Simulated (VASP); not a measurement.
Here is a VASP 6.6.1 calculation.

POSCAR

```
SnGe5
1.0
    4.1802402776      0.0000000000      0.0000000000
   -2.0901201388      3.6201942743      0.0000000000
    0.0000000000      0.0000000000     10.1724553702
Ge Sn
5 1
Direct
    0.0000000000      0.0000000000     -0.0136609198
    0.6666666667      0.3333333333      0.6660040336
    0.3333333333      0.6666666667      0.3471035193
    0.6666666667      0.3333333333      0.9105677718
    0.3333333333      0.6666666667      0.5905532683
    0.0000000000      0.0000000000      0.2494323267
```

INCAR.step1

```
ALGO = Normal ; EDIFF = 1E-4
ENCUT = 520 ; GGA = PE
ISMEAR = -1 ; LASPH = True
LCHARG = False ; LREAL = False
LWAVE = True ; NBANDS = 51
NELM = 80 ; PREC = Accurate
SIGMA = 0.02
```

INCAR.step2

```
ALGO = Normal ; EDIFF = 1E-6
ENCUT = 520 ; ISIF = 2
ISMEAR = -1 ; ISTART = 1
LASPH = True ; LCHARG = False
LMIXTAU = True ; LREAL = False
LWAVE = False ; METAGGA = R2SCAN
NBANDS = 51 ; NELM = 80
PREC = Accurate ; SIGMA = 0.02
```

Contents of KPOINTS:

```
k-points
0
Gamma
  6 6 2
```

Potentials or basis: VASP PAW PBE potentials, release 64 (Ge_d, Sn_d).

Command:

```bash
$ cat potpaw_PBE.64/Ge_d/POTCAR potpaw_PBE.64/Sn_d/POTCAR > POTCAR
$ cp INCAR.step1 INCAR
$ mpirun -np 1 vasp_std > vasp.out
$ cp INCAR.step2 INCAR
$ mpirun -np 1 vasp_std > vasp.out
```

Problem. Estimate the band gap on the k mesh.

Solution. Zero (band 42 reaches 4.61 eV, above the bottom of band 43 at 4.40 eV).

Problem. Estimate the largest force.

Solution. 0.053 eV/Å.

Forces on the atoms (eV/Å):
```
Ge   0.000  0.000  0.006
Ge   0.000  0.000  0.004
Ge   0.000  0.000 -0.040
Ge   0.000  0.000 -0.009
Ge   0.000  0.000 -0.015
Sn   0.000  0.000  0.053
```

Caveat: the PAW data sets were made with another functional, which shifts forces and pressure a little; spin-orbit coupling is left out, which moves the levels of the heavy elements.
